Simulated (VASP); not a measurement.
Write the native input for VASP 6.6.1 that does the following.

```yaml
Task: single point
Functional: PBE
Potentials_or_basis: VASP PAW PBE potentials, release 64 (Ge_d, W_sv)
Cutoff: 520 eV
k_mesh: 18 × 18 × 18
Occupations: gaussian, width 0.1 eV
Spin: no spin polarisation
Dipole_correction: no
Further_INCAR_settings: ALGO = Normal; EDIFF = 1e-06; NBANDS = 21
```

The structure of GeW lies in POSCAR:

```
GeW
1.0
    3.1347207159      0.0000000000      0.0000000000
    0.0000000000      3.1347207159      0.0000000000
    0.0000000000      0.0000000000      3.1347207159
Ge W
1 1
Direct
    0.0000000000      0.0000000000      0.0000000000
    0.5000000000      0.5000000000      0.5000000000
```

These files were run (other wordings do the same):

INCAR

```
SYSTEM = GeW
  ALGO = Normal
  EDIFF = 1E-6
  ENCUT = 520
  GGA = PE
  ISIF = 2
  ISMEAR = 0
  LASPH = .TRUE.
  LCHARG = .TRUE.
  LELF = .TRUE.
  LREAL = .FALSE.
  LVHAR = .TRUE.
  LWAVE = .FALSE.
  NBANDS = 21
  NELM = 80
  PREC = Accurate
  SIGMA = 0.1
```

KPOINTS

```
k-points
0
G
  18 18 18
  0 0 0
```

Potentials or basis: VASP PAW PBE potentials, release 64 (Ge_d, W_sv).

Command:

```console
$ cat potpaw_PBE.64/Ge_d/POTCAR potpaw_PBE.64/W_sv/POTCAR > POTCAR
$ mpirun -np 1 vasp_std > vasp.out
```

Results of the run:

| Quantity | Value |
| --- | --- |
| Pressure | 0.3 GPa |
| Band gap on the k mesh | zero (band 14 reaches 13.81 eV, above the bottom of band 15 at 9.57 eV) |

Caveat: spin-orbit coupling is left out, which moves the levels of the heavy elements.

Run time: 28 s on 1 thread of Intel(R) Xeon(R) 6975P-C (Granite Rapids), on a shared host, peak memory 0.25 GiB.
